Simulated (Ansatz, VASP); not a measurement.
## V in VASP and in Ansatz

File INCAR:

```
PREC = Accurate
ENCUT = 520
EDIFF = 1E-7
ISMEAR = -1
SIGMA = 0.08
LREAL = False
LASPH = True
NELM = 80
ALGO = Normal
ISIF = 2
LWAVE = False
LCHARG = False
GGA = PE
NBANDS = 26
```

KPOINTS

```
Automatic mesh
0
Gamma
  8 8 12
```

The input POSCAR:

```
V
1.0
    4.4522008663      0.0000000000      0.0000000000
   -2.2261004331      3.8557190529      0.0000000000
    0.0000000000      0.0000000000      2.3895270998
V
3
Direct
    0.0000000000      0.0000000000      0.0000000000
    0.3333333333      0.6666666667      0.5000000000
    0.6666666667      0.3333333333      0.5000000000
```

Input for Ansatz:

```yaml
crystal:
  lattice:
    - [4.4522008663, 0.0, 0.0]
    - [-2.2261004331, 3.8557190529, 0.0]
    - [0.0, 0.0, 2.3895270998]
  atoms:
    - { symbol: V, position: [0.0, 0.0, 0.0] }
    - { symbol: V, position: [0.3333333333, 0.6666666667, 0.5] }
    - { symbol: V, position: [0.6666666667, 0.3333333333, 0.5] }
kpoints:
  mp_grid: { grid: [8, 8, 12] }
scf:
  occupations: { method: fermi_dirac, width: 0.08 }
hamiltonian:
  xc: pbe
  pseudopotentials: { kind: all_electron, datasets: crystal }
output:
  forces: true
  stress: true
  eigenvalues: true
```

Change from the starting cell: volume scaled by 1, crystal datasets.

Alike in both runs: task single point; functional PBE; k mesh 8 × 8 × 12; occupations fermi-dirac, width 0.08 eV; no spin polarisation.

|  | VASP | Ansatz |
| --- | --- | --- |
| version | VASP 6.6.1 | Ansatz 0.2.0 |
| potentials or method | VASP PAW PBE potentials, release 64 (V_sv), cutoff 520 eV | all-electron PAW with datasets made for the crystal, scalar-relativistic |

|  | VASP | Ansatz | Ansatz less VASP |
| --- | --- | --- | --- |
| pressure (GPa) | 0.3 | 0.0 | -0.32 |
| traceless stress, the component that is largest in VASP (GPa) | 0.21 | 0.01 | -0.202 |

Ansatz ran all-electron here, and VASP with PAW potentials.
